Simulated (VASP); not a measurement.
A run of VASP 6.6.1 is set up as follows.

INCAR

```
PREC     = Accurate       # precision mode
ENCUT    = 520            # plane-wave cutoff, eV
EDIFF    = 1E-6           # SCF threshold, eV
ISMEAR   = -1             # smearing method
SIGMA    = 0.15           # smearing width, eV
LREAL    = F              # projectors in reciprocal space
LASPH    = T              # aspherical terms in the spheres
NELM     = 60             # most SCF steps
ALGO     = Fast           # electronic algorithm
ISIF     = 2              # what is computed and relaxed
LWAVE    = F              # write WAVECAR
LCHARG   = F              # write CHGCAR
GGA      = PE             # functional
NBANDS   = 25             # bands
```

KPOINTS

```
Automatic mesh
0
Gamma
  12 12 14
```

Contents of POSCAR:

```
Ti
1.0
    4.5896334696      0.0000000000      0.0000000000
   -2.2948167348      3.9747391787      0.0000000000
    0.0000000000      0.0000000000      2.8295856858
Ti
3
Direct
    0.0000000000      0.0000000000      0.0000000000
    0.3333333333      0.6666666667      0.5000000000
    0.6666666667      0.3333333333      0.5000000000
```

Potentials or basis: VASP PAW PBE potentials, release 64 (Ti_sv).

Run with:

```sh
$ cat potpaw_PBE.64/Ti_sv/POTCAR > POTCAR
$ mpirun -np 1 vasp_std > vasp.out
```

Estimate the pressure.

-0.3 GPa.

Predict the band gap on the k mesh.

zero (bands 18 and 19 overlap by 0.24 eV).
